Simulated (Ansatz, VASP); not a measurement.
TePb: VASP beside Ansatz

```
Te Pb
1.0
     0.00000    3.22700    3.22700
     3.22700    0.00000    3.22700
     3.22700    3.22700    0.00000
Te Pb
1 1
Direct
  0.50000 0.50000 0.50000
  0.00000 0.00000 0.00000
```

Alike in both runs: task relaxation of cell and atoms; functional PBEsol; k mesh 8 × 8 × 8; occupations gaussian, width 0.02 eV; no spin polarisation.

|  | VASP | Ansatz |
| --- | --- | --- |
| version | VASP 6.6.1 | Ansatz 0.2.0 |
| potentials or method | VASP PAW PBE potentials, release 64 (Te, Pb_d), cutoff 600 eV | scalar-relativistic, plane waves, PAW |
| valence electrons in the cell | 20 | 30 |

VASP gave:

```
gap on the k mesh at the Fermi level, each at its own relaxed structure (eV) : 0.65
relaxed volume (Å³/atom)                                                     : 33.48
relaxed cell length with the largest relative difference (Å)                 : 4.558
```

**Question.** Which values does Ansatz return?

**Answer.** gap on the k mesh at the Fermi level, each at its own relaxed structure (eV): 0.65; relaxed volume (Å³/atom): 33.43; relaxed cell length with the largest relative difference (Å): 4.556.

VASP's potentials were made for PBE, not for PBEsol. VASP's potentials hold 20 valence electrons a cell and Ansatz's 30, so a difference there can come from the potentials and not from the codes.

Spin-orbit coupling is off throughout.
